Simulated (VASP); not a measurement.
# HfN in VASP: further runs

HfN is run at these levels: LDA; tasks: single point.

Program: VASP 6.6.1. These are calculated values, not measurements. Logs are shortened: lines on timing, memory, paths and dates and some standing lists are left out, and cuts for length are marked.

## (1) The cell of the first run

It takes space group Fm-3m (No. 225, cubic). The conventional cell has a = 4.468 Å, b = 4.468 Å, c = 4.468 Å, α = 90.00°, β = 90.00°, γ = 90.00°. Within 3.0 Å of Hf (site symmetry m-3m) lie 6 N at 2.23 Å. Within 3.0 Å of N (site symmetry m-3m) lie 6 Hf at 2.23 Å.

## (2) Single point, LDA

Contents of INCAR:

```
SYSTEM = HfN
PREC = Accurate
ENCUT = 520
EDIFF = 1E-6
ISMEAR = 0
SIGMA = 0.15
LREAL = .FALSE.
LASPH = .TRUE.
NELM = 80
ALGO = Normal
ISIF = 2
LWAVE = .FALSE.
LCHARG = .FALSE.
NBANDS = 14
```

Contents of KPOINTS:

```
Automatic mesh
0
G
  18 18 18
  0 0 0
```

Contents of POSCAR:

```
HfN
1.0
    0.0000000000      2.2339756793      2.2339756793
    2.2339756793      0.0000000000      2.2339756793
    2.2339756793      2.2339756793      0.0000000000
Hf N
1 1
Direct
    0.0000000000      0.0000000000      0.0000000000
    0.5000000000      0.5000000000      0.5000000000
```

Potentials or basis: VASP PAW LDA potentials, release 64 (Hf_pv, N).

Command:

```sh
$ cat potpaw_LDA.64/Hf_pv/POTCAR potpaw_LDA.64/N/POTCAR > POTCAR
$ mpirun -np 1 vasp_std > vasp.out
```

OUTCAR:

```text
SYSTEM = HfN
   PREC = Accurate
   ENCUT = 520
   EDIFF = 1E-6
   ISMEAR = 0
   LREAL = .FALSE.
   LASPH = .TRUE.
   NELM = 80
   ISIF = 2

 ion  position               nearest neighbor table
   1  0.000  0.000  0.000-   2 2.23   2 2.23   2 2.23   2 2.23   2 2.23   2 2.23
   2  0.500  0.500  0.500-   1 2.23   1 2.23   1 2.23   1 2.23   1 2.23   1 2.23

  LATTYP: Found a face centered cubic cell.
 ALAT       =     4.4679513586

  Lattice vectors:

 A1 = (   0.0000000000,   2.2339756793,   2.2339756793)
 A2 = (   2.2339756793,   0.0000000000,   2.2339756793)
 A3 = (   2.2339756793,   2.2339756793,   0.0000000000)

Analysis of symmetry for initial positions (statically):
=====================================================================
 Subroutine PRICEL returns:
 Original cell was already a primitive cell.

 Routine SETGRP: Setting up the symmetry group for a
 face centered cubic supercell.

 Subroutine GETGRP returns: Found 48 space group operations
 (whereof 48 operations were pure point group operations)
 out of a pool of 48 trial point group operations.

The static configuration has the point symmetry O_h .

Analysis of symmetry for dynamics (positions and initial velocities):
=====================================================================
 Subroutine PRICEL returns:
 Original cell was already a primitive cell.

 Routine SETGRP: Setting up the symmetry group for a
 face centered cubic supercell.

 Subroutine GETGRP returns: Found 48 space group operations
 (whereof 48 operations were pure point group operations)
 out of a pool of 48 trial point group operations.

The dynamic configuration has the point symmetry O_h .

 Subroutine INISYM returns: Found 48 space group operations
 (whereof 48 operations are pure point group operations),
 and found     1 'primitive' translations

----------------------------------------------------------------------------------------

                                     Primitive cell

  volume of cell :      22.2980

  direct lattice vectors                    reciprocal lattice vectors
     0.000000000  2.233975679  2.233975679    -0.223816224  0.223816224  0.223816224
     2.233975679  0.000000000  2.233975679     0.223816224 -0.223816224  0.223816224
     2.233975679  2.233975679  0.000000000     0.223816224  0.223816224 -0.223816224

  length of vectors
     3.159318704  3.159318704  3.159318704     0.387661071  0.387661071  0.387661071

  position of ions in fractional coordinates (direct lattice)
     0.000000000  0.000000000  0.000000000
     0.500000000  0.500000000  0.500000000

  ion indices of the primitive-cell ions
   primitive index   ion index
                 1           1
                 2           2

----------------------------------------------------------------------------------------

 KPOINTS: Automatic mesh

Automatic generation of k-mesh.
 Grid dimensions read from file:
 generate k-points for:   18   18   18

 Generating k-lattice:

  Cartesian coordinates                     Fractional coordinates (reciprocal lattice)
    -0.012434235  0.012434235  0.012434235     0.055555556  0.000000000  0.000000000
     0.012434235 -0.012434235  0.012434235     0.000000000  0.055555556  0.000000000
     0.012434235  0.012434235 -0.012434235     0.000000000  0.000000000  0.055555556

  Length of vectors
     0.021536726  0.021536726  0.021536726

  Shift w.r.t. Gamma in fractional coordinates (k-lattice)
     0.000000000  0.000000000  0.000000000

 Subroutine IBZKPT returns following result:
 ===========================================

 Found    195 irreducible k-points:

 Following reciprocal coordinates:
            Coordinates               Weight
  0.000000  0.000000  0.000000      1.000000
  0.055556  0.000000  0.000000      8.000000
  0.111111  0.000000  0.000000      8.000000
  0.166667  0.000000  0.000000      8.000000
  0.222222  0.000000  0.000000      8.000000
  0.277778  0.000000  0.000000      8.000000
[... 16 lines left out ...]
 -0.277778  0.055556  0.000000     24.000000
 -0.222222  0.055556  0.000000     24.000000
 [... further k-points ...]
   k-points           NKPTS =    195   k-points in BZ     NKDIM =    195   number of bands    NBANDS=     14
   number of dos      NEDOS =    301   number of ions     NIONS =      2
   total plane-waves  NPLWV =  13824
   dimension x,y,z NGX =    24 NGY =   24 NGZ =   24
   dimension x,y,z NGXF=    48 NGYF=   48 NGZF=   48
   ions per type =               1   1
   NGX,Y,Z   is equivalent  to a cutoff of  12.63, 12.63, 12.63 a.u.
   NGXF,Y,Z  is equivalent  to a cutoff of  25.26, 25.26, 25.26 a.u.
 SYSTEM =  HfN
   PREC   = accura    normal or accurate (medium, high low for compatibility)
   ISTART =      0    job   : 0-new  1-cont  2-samecut
   ICHARG =      2    charge: 1-file 2-atom 10-const
   ISPIN  =      1    spin polarized calculation?
   LNONCOLLINEAR =      F non collinear calculations
   LSORBIT =      F    spin-orbit coupling
   LASPH  =      T    aspherical Exc in radial PAW
   ENCUT  =  520.0 eV  38.22 Ry    6.18 a.u.   5.87  5.87  5.87*2*pi/ulx,y,z
   NELM   =     80;   NELMIN=  2; NELMDL= -5     # of ELM steps
   EDIFF  = 0.1E-05   stopping-criterion for ELM
   LREAL  =      F    real-space projection
   EDIFFG = 0.1E-04   stopping-criterion for IOM
   NSW    =      0    number of steps for IOM
   IBRION =     -1    ionic relax: 0-MD 1-quasi-New 2-CG
   NFREE  =      0    steps in history (QN), initial steepest desc. (CG)
   ISIF   =      2    stress and relaxation
   ISYM   =      2    0-nonsym 1-usesym 2-fastsym
   POTIM  = 0.5000    time-step for ionic-motion
   TEBEG  =    0.0;   TEEND  =   0.0 temperature during run
   PSTRESS=    0.0 pullay stress
   NELECT =      15.0000    total number of electrons
   NUPDOWN=      -1.0000    fix difference up-down
   EMIN   =  10.00;   EMAX   =-10.00  energy-range for DOS
   EFERMI =   0.00;   METHOD = LEGACY
   ISMEAR =     0;   SIGMA  =   0.15  broadening in eV -4-tet -1-fermi 0-gaus
   EFERMI_NEDOS =   21; number of points for ismear=-14 and -15
   IALGO  =     38    algorithm
   IMIX   =      4    mixing-type and parameters
     AMIX     =   0.40;   BMIX     =  1.00
     AMIX_MAG =   1.60;   BMIX_MAG =  1.00
  volume/ion in A,a.u.               =      11.15        75.24
  Fermi-wavevector in a.u.,A,eV,Ry     =   1.434444  2.710705 27.995735  2.057628
  Thomas-Fermi vector in A             =   2.553851
   LORBIT       =      0    0 simple, 1 ext, 2 COOP (PROOUT), +10 PAW based schemes
   GGA     = CA    functional components
   LHFCALC =     F    Hartree Fock is set to
   AEXX    =    0.0000 exact exchange contribution
   IVDW    =     0    specifies the selected vdW correction
   LEPSILON=     F    determine dielectric tensor
   LRPA    =     F    only Hartree local field effects (RPA)
 non-spin polarized calculation
 Gauss-broadening in eV      SIGMA  =   0.15
  energy-cutoff  :      520.00
  volume of cell :       22.30
 maximum number of plane-waves:       620
   NGX = 11   NGY = 11   NGZ = 11

 number of electron      14.9999999 magnetization

 Free energy of the ion-electron system (eV)
  ---------------------------------------------------
  ext. energy  EPLUGINS =         0.00000000
  ---------------------------------------------------
  free energy    TOTEN  =       -23.87221445 eV

  energy without entropy =      -23.86520566  energy(sigma->0) =      -23.86871005

 E-fermi :   8.4891     XC(G=0): -13.1528

 val. band max:        8.4741211862   @ k =  -0.1111   0.0556   0.0000
 cond. band min:       8.5043360815   @ k =   0.1111   0.0000   0.0000
 fundamental gap:      0.0302148953
 Fermi energy:         8.4890844220

 k-point     1 :       0.0000    0.0000    0.0000
  band No.  band energies     occupation
      1     -22.3043      2.00000
      2     -22.3043      2.00000
      3     -22.3043      2.00000
      4      -8.9286      2.00000
      5       5.5128      2.00000
      6       5.5128      2.00000
      7       5.5128      2.00000
      8       8.0901      1.99983
      9       8.0901      1.99983
     10       8.0901      1.99983
     11      10.4909      0.00000
     12      10.4909      0.00000
     13      10.8190      0.00000
     14      18.2299      0.00000

 k-point     2 :       0.0556    0.0000    0.0000
  band No.  band energies     occupation
      1     -22.3418      2.00000
      2     -22.3073      2.00000
      3     -22.3073      2.00000
      4      -8.8494      2.00000
      5       5.1809      2.00000
      6       5.3080      2.00000
      7       5.3080      2.00000
      8       8.1965      1.99419
      9       8.2038      1.99286
     10       8.2038      1.99286
     11      10.7512      0.00000
     12      10.7512      0.00000
     13      11.0412      0.00000
     14      18.4830      0.00000

 k-point     3 :       0.1111    0.0000    0.0000
  band No.  band energies     occupation
      1     -22.4479      2.00000
      2     -22.3159      2.00000
      3     -22.3159      2.00000
      4      -8.6203      2.00000
      5       4.4038      2.00000
      6       4.8179      2.00000
      7       4.8179      2.00000
      8       8.3951      1.62428
      9       8.5043      0.88566
     10       8.5043      0.88566
     11      11.4410      0.00000
     12      11.4410      0.00000
     13      11.6293      0.00000
     14      19.1998      0.00000
[... 324 lines left out ...]
 k-point    23 :      -0.2778    0.0556    0.0000
  band No.  band energies     occupation
      1     -23.0412      2.00000
      2     -22.4067      2.00000
      3     -22.3545      2.00000
      4      -7.1299      2.00000
      5       1.2474      2.00000
      6       2.8530      2.00000
      7       3.1926      2.00000
      8       9.3855      0.00000
      9      10.1176      0.00000
     10      11.0736      0.00000
     11      13.6610      0.00000
     12      14.8348      0.00000
     13      15.5505      0.00000
     14      19.9938      0.00000

 k-point    24 :      -0.2222    0.0556    0.0000
  band No.  band energies     occupation
      1     -22.8594      2.00000
      2     -22.3890      2.00000
      3     -22.3366      2.00000
      4      -7.6189      2.00000
      5       2.0820      2.00000
      6       3.2886      2.00000
      7       3.6928      2.00000
      8       8.9460      0.00002
      9       9.4475      0.00000
     10      10.3627      0.00000
     11      12.7683      0.00000
     12      14.0492      0.00000
     13      14.4634      0.00000
     14      19.9989      0.00000

 [... further k-points ...]

------------------------ aborting loop because EDIFF is reached ----------------------------------------

  FORCE on cell =-STRESS in cart. coord.  units (eV):
  Direction    XX          YY          ZZ          XY          YZ          ZX
  --------------------------------------------------------------------------------------
  -------------------------------------------------------------------------------------
  Total       -0.1645812     -0.1645812     -0.1645812      0.0000000      0.0000000      0.0000000
  in kB      -11.8256645    -11.8256645    -11.8256645      0.0000000      0.0000000      0.0000000
  external PRESSURE =     -11.8256645 kB  Pullay stress =       0.0000000 kB

 VOLUME and BASIS-vectors are now :
 -----------------------------------------------------------------------------
  energy-cutoff  :      520.00
  volume of cell :       22.30
      direct lattice vectors                 reciprocal lattice vectors
     0.000000000  2.233975679  2.233975679    -0.223816224  0.223816224  0.223816224
     2.233975679  0.000000000  2.233975679     0.223816224 -0.223816224  0.223816224
     2.233975679  2.233975679  0.000000000     0.223816224  0.223816224 -0.223816224

 POSITION                                       TOTAL-FORCE (eV/Angst)
 -----------------------------------------------------------------------------------
      0.00000      0.00000      0.00000        -0.000000     -0.000000     -0.000000
      2.23398      2.23398      2.23398         0.000000      0.000000      0.000000
 -----------------------------------------------------------------------------------
    total drift:                                0.000000     -0.000000     -0.000000

  FREE ENERGIE OF THE ION-ELECTRON SYSTEM (eV)
  ---------------------------------------------------
  free  energy   TOTEN  =       -23.8722144506 eV

  energy  without entropy=      -23.8652056571  energy(sigma->0) =      -23.86871005
```

Run time: 20 s. Hardware: 1 thread of Intel Xeon Platinum 8488C (Sapphire Rapids), shared host; peak memory 0.18 GiB.

Results:

```
Free energy            : -23.8722 eV
Pressure               : -1.2 GPa
Band gap on the k mesh : zero (an odd number of electrons rules out a gap without spin polarisation)
```

Levels at points of the mesh, in eV from the Fermi level:
```
           k point  band 6  band 7  band 8  band 9  band 10  band 11
(0.00, 0.00, 0.00)   -2.98   -2.98   -0.40   -0.40    -0.40     2.00
(0.50, 0.00, 0.00)   -6.31   -6.31    3.44    3.85     3.85     4.75
(0.50, 0.50, 0.00)   -3.96   -3.60   -3.60    4.24     5.77     5.77
```

Caveat: spin-orbit coupling is left out, which moves the levels of the heavy elements.

## (3) Single point, LDA (atoms displaced along a vibrational mode)

Contents of INCAR:

```
SYSTEM = HfN
PREC = Accurate ; ENCUT = 520
EDIFF = 1E-7 ; ISMEAR = 0
SIGMA = 0.15 ; LREAL = .FALSE.
LASPH = .TRUE. ; NELM = 60
ALGO = Normal ; ISIF = 2
LWAVE = .FALSE. ; LCHARG = .FALSE.
GGA = CA ; NBANDS = 14
```

KPOINTS is that of step 2.

Contents of POSCAR:

```
HfN
1.0
    0.0000000000      2.2339756793      2.2339756793
    2.2339756793      0.0000000000      2.2339756793
    2.2339756793      2.2339756793      0.0000000000
Hf N
1 1
Direct
   -0.0015807754      0.0015807754      0.0015807754
    0.5201434601      0.4798565399      0.4798565399
```

Potentials or basis: VASP PAW LDA potentials, release 64 (Hf_pv, N).

Command:

```sh
$ cat potpaw_LDA.64/Hf_pv/POTCAR potpaw_LDA.64/N/POTCAR > POTCAR
$ mpirun -np 1 vasp_std > vasp.out
```

Wall time 51 s (1 thread of Intel Xeon Platinum 8488C (Sapphire Rapids), shared host); peak memory 0.25 GiB.

It converged, with:

* Free energy: -23.8117 eV
* Pressure: 0.2 GPa
* Largest force: 1.250 eV/Å
* Band gap on the k mesh: zero (an odd number of electrons rules out a gap without spin polarisation)

Forces on the atoms (eV/Å):
```
Hf  -1.250  0.000  0.000
N    1.250  0.000  0.000
```

Stress tensor (GPa, compression positive):
```
 2.89  0.00  0.00
 0.00 -1.11  0.00
 0.00  0.00 -1.11
```

Levels at points of the mesh, in eV from the Fermi level:
```
           k point  band 6  band 7  band 8  band 9  band 10  band 11
(0.00, 0.00, 0.00)   -3.14   -3.12   -0.38   -0.20    -0.20     2.02
(0.50, 0.00, 0.00)   -6.30   -6.29    3.41    3.76     3.87     4.78
(0.50, 0.50, 0.00)   -4.54   -3.63   -2.99    4.30     5.77     5.78
(0.00, 0.50, 0.50)   -3.96   -3.61   -3.61    4.26     5.76     5.76
```

Caveat: the cell differs from its parent crystal (atoms displaced along a vibrational mode); spin-orbit coupling is left out, which moves the levels of the heavy elements; forces of over 1 eV/Å act on the atoms, so gaps and moduli don't describe the material at rest.

(Part 1 of 2 ends here.)
